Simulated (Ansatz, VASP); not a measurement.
**MoS2 in VASP and in Ansatz**

INCAR

```
SYSTEM = MoS2
PREC     = Accurate       ! precision mode
ENCUT    = 520            ! plane-wave cutoff, eV
EDIFF    = 1E-8           ! SCF threshold, eV
ISMEAR   = -1             ! smearing method
SIGMA    = 0.05           ! smearing width, eV
LREAL    = .False.        ! projectors in reciprocal space
LASPH    = .True.         ! aspherical terms in the spheres
NELM     = 80             ! most SCF steps
ALGO     = Normal         ! electronic algorithm
ISIF     = 2              ! what is computed and relaxed
LWAVE    = .False.        ! write WAVECAR
LCHARG   = .False.        ! write CHGCAR
GGA      = PE             ! functional
LEFG     = .True.       
NBANDS   = 20             ! bands
```

Contents of KPOINTS:

```
Automatic mesh
0
Gamma
  13 13 13
  0 0 0
```

File POSCAR:

```
MoS2
1.0
    1.5815003568      0.9130796567      6.1233300000
   -1.5815003568      0.9130796567      6.1233300000
    0.0000000000     -1.8261593134      6.1233300000
Mo S
1 2
Direct
    0.0000000000      0.0000000000      0.0000000000
    0.7484000000      0.7484000000      0.7484000000
    0.5849000000      0.5849000000      0.5849000000
```

Input for Ansatz:

```yaml
crystal:
  lattice:
    - [1.5815003568, 0.9130796567, 6.12333]
    - [-1.5815003568, 0.9130796567, 6.12333]
    - [0.0, -1.8261593134, 6.12333]
  atoms:
    - { symbol: Mo, position: [0.0, 0.0, 0.0] }
    - { symbol: S, position: [0.7484, 0.7484, 0.7484] }
    - { symbol: S, position: [0.5849, 0.5849, 0.5849] }
kpoints:
  mp_grid: { grid: [13, 13, 13] }
  band_path:
    path:
      - [0.0, 0.0, 0.0]
      - [0.5, 0.5, 0.5]
      - [0.8185098338, 0.1814901662, 0.5]
      - [0.5, -0.1814901662, 0.1814901662]
      - [0.5, 0.0, 0.0]
      - [0.0, 0.0, 0.0]
      - [0.3407450831, -0.3407450831, 0.0]
      - [0.6592549169, 0.0, 0.3407450831]
      - [0.5, 0.0, 0.5]
    npoints: 8
scf:
  occupations: { method: fermi_dirac, width: 0.05 }
hamiltonian:
  xc: pbe
  pseudopotentials: { kind: all_electron, datasets: crystal }
output:
  forces: true
  stress: true
  eigenvalues: true
  efg: { contact_densities: true }
```

Alike in both runs: task electric field gradients; functional PBE; k mesh 13 × 13 × 13; occupations fermi-dirac, width 0.05 eV; no spin polarisation.

```csv
,VASP,Ansatz
version,VASP 6.6.1,Ansatz 0.2.0
potentials or method,"VASP PAW PBE potentials, release 64 (Mo_sv, S), cutoff 520 eV","all-electron PAW with datasets made for the crystal, scalar-relativistic"
```

```tsv
	VASP	Ansatz	Ansatz less VASP
pressure (GPa)	9.1	9.3	+0.18
traceless stress, the component that is largest in VASP (GPa)	4.63	4.67	+0.045
rms of the force components (eV/Å)	0.599	0.609	+0.0093
size of Vzz on the site where it differs most (V/Å²)	93.4	90.8	-2.54
```

Atom by atom the forces differ by 0.009 eV/Å (rms over components). Ansatz ran all-electron here, and VASP with PAW potentials.
